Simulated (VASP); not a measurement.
# TiAl3 in VASP: a series of runs, part 3 of 3

VASP 6.6.1. Earlier steps stand in the parts before.

## (5) Single point, PBEsol (biaxial strain in the a-b plane: -2.0 %, then relaxed in part)

Input file INCAR:

```
SYSTEM = TiAl3
  PREC = Accurate
  ENCUT = 520
  EDIFF = 1E-7
  ISMEAR = 0
  SIGMA = 0.1
  LREAL = .False.
  LASPH = .True.
  NELM = 80
  ALGO = Fast
  ISIF = 2
  LWAVE = .False.
  LCHARG = .True.
  GGA = PS
  LELF = .True.
  LVHAR = .True.
  NBANDS = 18
```

Input file KPOINTS:

```
Automatic mesh
0
Gamma
  14 14 14
  0 0 0
```

Input file POSCAR:

```
TiAl3
1.0
    3.8693779146      0.0000000000      0.0000000000
    0.0000000000      3.8693779146      0.0000000000
    0.0000000000      0.0000000000      4.0070832225
Ti Al
1 3
Direct
    0.0000000000      0.0000000000      0.0000000000
    0.5000000000      0.5000000000      0.0000000000
    0.5000000000      0.0000000000      0.5000000000
    0.0000000000      0.5000000000      0.5000000000
```

Command:

```
cat potpaw_PBE.64/Ti_sv/POTCAR potpaw_PBE.64/Al/POTCAR > POTCAR
mpirun -np 1 vasp_std > vasp.out
```

It took 6.2 min on 1 thread of AMD EPYC 9R45 (Zen 5), shared host; peak memory 0.36 GiB.

It converged, with:

```
Free energy            : -22.0899 eV
Pressure               : 3.3 GPa
Band gap on the k mesh : zero (an odd number of electrons rules out a gap without spin polarisation)
```

Stress tensor (GPa, compression positive):
```
4.83 0.00 0.00
0.00 4.83 0.00
0.00 0.00 0.11
```

Levels at points of the mesh, in eV from the Fermi level:
```csv
k point,band 8,band 9,band 10,band 11,band 12,band 13
"(0.00, 0.00, 0.00)",-2.54,-2.01,-2.01,0.12,0.12,0.21
"(0.50, 0.00, 0.00)",-2.32,-2.19,0.40,0.47,0.79,0.96
"(0.50, 0.50, 0.00)",-5.14,-1.45,-1.45,0.43,0.88,1.00
"(0.00, 0.00, 0.50)",-2.23,-2.23,0.43,0.75,0.91,0.91
"(0.50, 0.00, 0.50)",-5.15,-1.28,-1.18,0.73,0.79,1.20
"(0.50, 0.50, 0.50)",-5.11,-3.66,-3.50,-3.50,0.20,1.19
```

Caveat: the cell differs from its parent crystal (biaxial strain in the a-b plane: -2.0 %, then relaxed in part); the cell stands under pressure; the PAW data sets were made with another functional, which shifts forces and pressure a little.

## (6) Single point, PBEsol (biaxial strain in the a-b plane: +2.0 %, then relaxed in part)

Input file INCAR:

```
SYSTEM = TiAl3
PREC = Accurate ; ENCUT = 520
EDIFF = 1E-7 ; ISMEAR = 0
SIGMA = 0.1 ; LREAL = .False.
LASPH = .True. ; NELM = 100
ALGO = Fast ; ISIF = 2
LWAVE = .False. ; LCHARG = .False.
GGA = PS ; NBANDS = 18
```

Input file KPOINTS:

```
regular mesh
0
Gamma
  14 14 14
  0 0 0
```

Input file POSCAR:

```
TiAl3
1.0
    4.0273117071      0.0000000000      0.0000000000
    0.0000000000      4.0273117071      0.0000000000
    0.0000000000      0.0000000000      3.8940664303
Ti Al
1 3
Direct
    0.0000000000      0.0000000000      0.0000000000
    0.5000000000      0.5000000000      0.0000000000
    0.5000000000      0.0000000000      0.5000000000
    0.0000000000      0.5000000000      0.5000000000
```

Potentials or basis: VASP PAW PBE potentials, release 64 (Ti_sv, Al).

Command:

```
cat potpaw_PBE.64/Ti_sv/POTCAR potpaw_PBE.64/Al/POTCAR > POTCAR
mpirun -np 1 vasp_std > vasp.out
```

Wall time 6.4 min (1 thread of AMD EPYC 9R45 (Zen 5), shared host); peak memory 0.38 GiB.

The run converged. Its results:

| Property | Result |
| --- | --- |
| Free energy | -22.0964 eV |
| Pressure | -2.5 GPa |
| Band gap on the k mesh | zero (an odd number of electrons rules out a gap without spin polarisation) |

Stress tensor (GPa, compression positive):
```
-3.87  0.00  0.00
 0.00 -3.87  0.00
 0.00  0.00  0.10
```

Levels at points of the mesh, in eV from the Fermi level:
```csv
k point,band 8,band 9,band 10,band 11,band 12,band 13
"(0.00, 0.00, 0.00)",-2.31,-2.31,-1.80,0.09,0.18,0.18
"(0.50, 0.00, 0.00)",-2.12,-2.00,0.40,0.55,0.80,0.81
"(0.50, 0.50, 0.00)",-5.00,-1.10,-1.10,0.75,0.79,1.00
"(0.00, 0.00, 0.50)",-2.31,-2.21,0.37,0.61,0.61,0.98
"(0.50, 0.00, 0.50)",-4.98,-1.35,-1.26,0.51,0.82,1.00
"(0.50, 0.50, 0.50)",-4.91,-3.51,-3.51,-3.37,0.12,1.08
```

Caveat: the cell differs from its parent crystal (biaxial strain in the a-b plane: +2.0 %, then relaxed in part); the PAW data sets were made with another functional, which shifts forces and pressure a little.

## (7) Single point, PBEsol (biaxial strain in the a-b plane: +2.0 %)

Input file INCAR:

```
SYSTEM = TiAl3
PREC     = Accurate       ! precision mode
ENCUT    = 520            ! plane-wave cutoff, eV
EDIFF    = 1E-6           ! SCF threshold, eV
ISMEAR   = 0              ! smearing method
SIGMA    = 0.1            ! smearing width, eV
LREAL    = .FALSE.        ! projectors in reciprocal space
LASPH    = .TRUE.         ! aspherical terms in the spheres
NELM     = 80             ! most SCF steps
ALGO     = Fast           ! electronic algorithm
ISIF     = 2              ! what is computed and relaxed
LWAVE    = .FALSE.        ! write WAVECAR
LCHARG   = .TRUE.         ! write CHGCAR
GGA      = PS             ! functional
LELF     = .TRUE.         ! ELF
LVHAR    = .TRUE.       
NBANDS   = 18             ! bands
```

Input file KPOINTS:

```
Automatic mesh
0
G
  14 14 14
  0 0 0
```

POSCAR, as its differences from that of step 6:

```diff
@@ -4,3 +4,3 @@
     0.0000000000      4.0273117071      0.0000000000
-    0.0000000000      0.0000000000      3.8940664303
+    0.0000000000      0.0000000000      3.9009646731
 Ti Al
```

Command:

```
cat potpaw_PBE.64/Ti_sv/POTCAR potpaw_PBE.64/Al/POTCAR > POTCAR
mpirun -np 1 vasp_std > vasp.out
```

Run time: 5.1 min. Hardware: 1 thread of AMD EPYC 9R45 (Zen 5), shared host; peak memory 0.37 GiB.

The run converged. Its results:

* Free energy: -22.0964 eV
* Pressure: -2.7 GPa
* Band gap on the k mesh: zero (an odd number of electrons rules out a gap without spin polarisation)

Stress tensor (GPa, compression positive):
```
-3.97  0.00  0.00
 0.00 -3.97  0.00
 0.00  0.00 -0.23
```

Levels at points of the mesh, in eV from the Fermi level:
| k point | band 7 | band 8 | band 9 | band 10 | band 11 | band 12 | band 13 | band 14 |
| --- | --- | --- | --- | --- | --- | --- | --- | --- |
| (0.00, 0.00, 0.00) | -2.93 | -2.30 | -2.30 | -1.82 | 0.09 | 0.18 | 0.18 | 0.70 |
| (0.50, 0.00, 0.00) | -2.35 | -2.12 | -2.01 | 0.40 | 0.56 | 0.80 | 0.82 | 1.00 |
| (0.50, 0.50, 0.00) | -6.19 | -4.99 | -1.11 | -1.11 | 0.75 | 0.78 | 1.00 | 1.32 |
| (0.00, 0.00, 0.50) | -2.30 | -2.30 | -2.20 | 0.37 | 0.61 | 0.61 | 0.98 | 1.09 |
| (0.50, 0.00, 0.50) | -5.99 | -4.98 | -1.34 | -1.25 | 0.52 | 0.82 | 1.00 | 1.19 |
| (0.50, 0.50, 0.50) | -5.09 | -4.90 | -3.51 | -3.51 | -3.38 | 0.12 | 1.08 | 1.26 |

Caveat: the cell differs from its parent crystal (biaxial strain in the a-b plane: +2.0 %); the PAW data sets were made with another functional, which shifts forces and pressure a little.

## (8) The runs side by side

```tsv
cell	k mesh	smearing	further INCAR settings	gap on the mesh (eV)	pressure (GPa)
a = 3.948, b = 3.948, c = 4.027 Å, 4 atoms, atomic positions A	14 × 14 × 14	gaussian 0.1 eV	ALGO = Fast; EDIFF = 1e-06; NBANDS = 18	none	-2.0
a = 3.948, b = 3.948, c = 4.106 Å, 4 atoms, atomic positions A	14 × 14 × 14	gaussian 0.1 eV	ALGO = Fast; EDIFF = 1e-06; NBANDS = 18	none	-3.8
a = 3.948, b = 3.948, c = 11.845 Å, 12 atoms, atomic positions B	12 × 12 × 4	gaussian 0.15 eV	ALGO = Fast; EDIFF = 1e-07; NBANDS = 44	none	0.1
a = 3.869, b = 3.869, c = 4.007 Å, 4 atoms, atomic positions A	14 × 14 × 14	gaussian 0.1 eV	ALGO = Fast; EDIFF = 1e-07; NBANDS = 18	none	3.3
a = 4.027, b = 4.027, c = 3.894 Å, 4 atoms, atomic positions A	14 × 14 × 14	gaussian 0.1 eV	ALGO = Fast; EDIFF = 1e-07; NBANDS = 18	none	-2.5
a = 4.027, b = 4.027, c = 3.901 Å, 4 atoms, atomic positions A	14 × 14 × 14	gaussian 0.1 eV	ALGO = Fast; EDIFF = 1e-06; NBANDS = 18	none	-2.7
```

Alike in all rows: task single point; level PBEsol; potentials or basis VASP PAW PBE potentials, release 64 (Ti_sv, Al); no spin polarisation; cutoff (eV) 520.

Caveats: the PAW data sets were made with another functional, which shifts forces and pressure a little; the cell stands under tension (at least some runs); the cell stands under pressure (at least some runs).

Total energies depend on the potentials used, so only differences within one code and one set of settings carry meaning.
